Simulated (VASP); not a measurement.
Here is a VASP 6.6.1 calculation.

The input INCAR:

```
SYSTEM = PbCl4
  ALGO = Normal
  EDIFF = 1E-7
  ENCUT = 520
  GGA = PE
  GGA_COMPAT = .FALSE.
  ISIF = 2
  ISMEAR = 0
  LASPH = .TRUE.
  LCHARG = .FALSE.
  LNONCOLLINEAR = .TRUE.
  LORBIT = 11
  LORBMOM = .TRUE.
  LREAL = .FALSE.
  LSORBIT = .TRUE.
  LWAVE = .FALSE.
  MAGMOM = 0 0 0 0 0 0 0 0 0 0 0 0 0 0 0
  NBANDS = 57
  NELM = 150
  PREC = Accurate
  SIGMA = 0.01
```

Contents of KPOINTS:

```
k-points
0
G
  1 1 1
  0 0 0
```

Contents of POSCAR:

```
PbCl4
1.0
   12.9300000000      0.0000000000      0.0000000000
    0.0000000000     12.9300000000      0.0000000000
    0.0000000000      0.0000000000     11.8000000000
Pb Cl
1 4
Direct
    0.5000100500      0.5000100500      0.5000415300
    0.6519922700      0.5000100500      0.6187271200
    0.5000100500      0.6519922700      0.3813559300
    0.3480278400      0.5000100500      0.6187271200
    0.5000100500      0.3480278400      0.3813559300
```

Potentials or basis: VASP PAW PBE potentials, release 64 (Pb_d, Cl).

Run with:

```sh
$ cat potpaw_PBE.64/Pb_d/POTCAR potpaw_PBE.64/Cl/POTCAR > POTCAR
$ mpirun -np 1 vasp_ncl > vasp.out
```

Problem. Predict the largest force.

Solution. 0.024 eV/Å.

Problem. What does it give for the net moment?

Solution. 0.00 μB per cell.

Forces on the atoms (eV/Å):
```
Pb   0.000  0.000  0.000
Cl  -0.015  0.000 -0.018
Cl   0.000 -0.015  0.018
Cl   0.015  0.000 -0.018
Cl   0.000  0.015  0.018
```
